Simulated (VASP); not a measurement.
A run of VASP 6.6.1:

POSCAR

```
PtS2
1.0
    3.5432000000      0.0000000000      0.0000000000
   -1.7716000000      3.0685012107      0.0000000000
    0.0000000000      0.0000000000      5.0388000000
Pt S
1 2
Direct
    0.0000000000      0.0000000000      0.0000000000
    0.3333333333      0.6666666667      0.2270000000
    0.6666666667      0.3333333333      0.7730000000
```

The input INCAR.step1:

```
PREC = Accurate
ENCUT = 520
ISMEAR = 0
SIGMA = 0.1
LREAL = False
LASPH = True
NELM = 80
NBANDS = 18
GGA = PE
ALGO = Normal
EDIFF = 1E-4
LWAVE = True
LCHARG = False
```

File INCAR.step2:

```
PREC = Accurate
ENCUT = 520
EDIFF = 1E-7
ISMEAR = 0
SIGMA = 0.1
LREAL = False
LASPH = True
NELM = 80
ALGO = Normal
ISIF = 2
LWAVE = False
LCHARG = False
METAGGA = R2SCAN
LMIXTAU = True
LUSE_VDW = True
IVDW_NL = 2
BPARAM = 11.95
CPARAM = 0.0093
NBANDS = 18
ISTART = 1
```

File KPOINTS:

```
Automatic mesh
0
Gamma
  6 6 4
```

Potentials or basis: VASP PAW PBE potentials, release 64 (Pt, S).

Launch:

```bash
$ cat potpaw_PBE.64/Pt/POTCAR potpaw_PBE.64/S/POTCAR > POTCAR
$ cp INCAR.step1 INCAR
$ mpirun -np 1 vasp_std > vasp.out
$ cp INCAR.step2 INCAR
$ mpirun -np 1 vasp_std > vasp.out
```

Hardware: 1 thread of Intel(R) Xeon(R) Platinum 8488C (Sapphire Rapids), on a shared host.

Problem. How long does it take, and how much memory?

Solution. Run time: 2 min on 1 thread of Intel(R) Xeon(R) Platinum 8488C (Sapphire Rapids), on a shared host, peak memory 0.31 GiB. Counts: k points 24.
